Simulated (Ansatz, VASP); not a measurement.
**Mg in VASP and in Ansatz**

```
Mg
1.0
    -1.83599    1.83599    1.67940
     1.83599   -1.83599    1.67940
     1.83599    1.83599   -1.67940
Mg
1
Cartesian
  0.0000 0.0000 0.0000
```

Alike in both runs: task single point; functional BLYP; k mesh 4 × 4 × 4; occupations gaussian, width 0.1 eV; no spin polarisation.

|  | VASP | Ansatz |
| --- | --- | --- |
| version | VASP 6.6.1 | Ansatz 0.2.0 |
| potentials or method | VASP PAW PBE potentials, release 64 (Mg), cutoff 600 eV | scalar-relativistic, plane waves, PAW |
| valence electrons in the cell | 2 | 10 |

```csv
,VASP,Ansatz,Ansatz less VASP
gap on the k mesh at the Fermi level (eV),none,none,-
pressure (GPa),0.9,1.0,+0.04
"traceless stress, the component that is largest in VASP (GPa)",-1.50,-1.52,-0.019
```

VASP's potentials were made for PBE, not for BLYP. A gap of «none» marks a metal or a gap that the smearing closes. VASP's potentials hold 2 valence electrons a cell and Ansatz's 10, so a difference there can come from the potentials and not from the codes. Ansatz's warnings: optics on partly filled bands.

The k mesh is coarse, so the values compare programs but aren't converged.
